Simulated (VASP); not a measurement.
Write the native input for VASP 6.6.1 that does the following.

* Task: single point
* Functional: PBE
* Potentials or basis: VASP PAW PBE potentials, release 64 (C)
* Cutoff: 600 eV
* k mesh: 3 × 3 × 3
* Occupations: gaussian, width 0.01 eV
* Spin: no spin polarisation
* Dipole correction: no
* Further INCAR settings: ALGO = Normal; EDIFF = 1e-06; NBANDS = 46

The structure of C lies in POSCAR:

```
C
1.0
    0.0000000000      3.5667400000      3.5667400000
    3.5667400000      0.0000000000      3.5667400000
    3.5667400000      3.5667400000      0.0000000000
C
16
Direct
    0.0000000000      0.0000000000      0.0000000000
    0.1250000000      0.1250000000      0.1250000000
    0.0000000000      0.0000000000      0.5000000000
    0.1250000000      0.1250000000      0.6250000000
    0.0000000000      0.5000000000      0.0000000000
    0.1250000000      0.6250000000      0.1250000000
    0.0000000000      0.5000000000      0.5000000000
    0.1250000000      0.6250000000      0.6250000000
    0.5000000000      0.0000000000      0.0000000000
    0.6250000000      0.1250000000      0.1250000000
    0.5000000000      0.0000000000      0.5000000000
    0.6250000000      0.1250000000      0.6250000000
    0.5000000000      0.5000000000      0.0000000000
    0.6250000000      0.6250000000      0.1250000000
    0.5000000000      0.5000000000      0.5000000000
    0.6250000000      0.6250000000      0.6250000000
```

One way to write it, as run:

INCAR

```
SYSTEM = C
PREC     = Accurate       ! precision mode
ENCUT    = 600            ! plane-wave cutoff, eV
EDIFF    = 1E-6           ! SCF threshold, eV
ISMEAR   = 0              ! smearing method
SIGMA    = 0.01           ! smearing width, eV
LREAL    = .False.        ! projectors in reciprocal space
LASPH    = .True.         ! aspherical terms in the spheres
NELM     = 120            ! most SCF steps
ALGO     = Normal         ! electronic algorithm
ISIF     = 2              ! what is computed and relaxed
LWAVE    = .False.        ! write WAVECAR
LCHARG   = .False.        ! write CHGCAR
GGA      = PE             ! functional
NBANDS   = 46             ! bands
GGA_COMPAT= .False.
```

KPOINTS

```
regular mesh
0
Gamma
  3 3 3
  0 0 0
```

Potentials or basis: VASP PAW PBE potentials, release 64 (C).

The run is started by

```console
$ cat potpaw_PBE.64/C/POTCAR > POTCAR
$ mpirun -np 1 vasp_std > vasp.out
```

Results of the run:

```
Pressure               : 1.9 GPa
Band gap on the k mesh : 4.15 eV
```

Caveat: the k points lie up to 0.51 Å⁻¹ apart; an odd mesh through Γ misses points on the zone boundary, where band edges can lie.

Run time: 37 s on 1 thread of Intel Xeon 8259CL, on a shared host, peak memory 0.22 GiB.
